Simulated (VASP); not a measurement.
Input of a VASP 6.6.1 run:

INCAR

```
  PREC = Accurate
  ENCUT = 500
  EDIFF = 1E-6
  ISMEAR = 1
  SIGMA = 0.1
  LREAL = F
  LASPH = T
  NELM = 120
  ALGO = Normal
  ISIF = 2
  LWAVE = F
  LCHARG = F
  NBANDS = 20
  GGA_COMPAT = F
```

The input KPOINTS:

```
regular mesh
0
Gamma
  6 6 1
```

File POSCAR:

```
WS2
1.0
    3.1835200000      0.0000000000      0.0000000000
   -1.5917600000      2.7570100000      0.0000000000
    0.0000000000      0.0000000000     16.9505800000
W S
1 2
Direct
    0.3450974106      0.6554021144     -0.0011306066
    0.6730777463      0.3140115456      0.9086533858
    0.6871506451      0.3262988597      0.0906521048
```

Potentials or basis: VASP PAW LDA potentials, release 64 (W_sv, S).

Launch:

```sh
$ cat potpaw_LDA.64/W_sv/POTCAR potpaw_LDA.64/S/POTCAR > POTCAR
$ mpirun -np 1 vasp_std > vasp.out
```

(1) Estimate the band gap on the k mesh.

(2) Estimate the largest force.

Results:

(1) 1.66 eV, indirect (least direct gap 1.74 eV).

(2) 0.485 eV/Å.

Caveat: spin-orbit coupling is left out, which moves the levels of the heavy elements.
